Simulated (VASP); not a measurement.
KF:

```
K F
1.0
     4.67472    0.00000    0.00000
    -2.33736    4.04842    0.00000
     0.00000    0.00000    5.20138
K F
2 2
Direct
  0.33333 0.66667 0.93750
  0.66667 0.33333 0.43750
  0.33333 0.66667 0.43750
  0.66667 0.33333 0.93750
```

This cell differs from its parent crystal: epitaxial xy strain +4.2%.

Base run:

* Program: VASP 6.6.1
* Functional: PBE
* Potentials or basis: VASP PAW PBE potentials, release 64 (K_sv, F)
* Cutoff: 520 eV
* k mesh: 6 × 6 × 6
* Occupations: fermi-dirac, width 0.02 eV
* Spin: no spin polarisation

Its results: band gap on the k mesh 5.09 eV; pressure -0.1 GPa.

Question: The run is repeated on the same cell with these changes: functional from PBE to r2SCAN; occupations from fermi-dirac, width 0.02 eV to gaussian, width 0.01 eV. What comes out?

Answer: Band gap on the k mesh 5.70 eV; pressure -1.3 GPa.

Caveats: the structure was generated, so it needn't be the stable form of KF; the PAW data sets were made with another functional, which shifts forces and pressure a little (at least some runs).

A k mesh can miss the band edges.
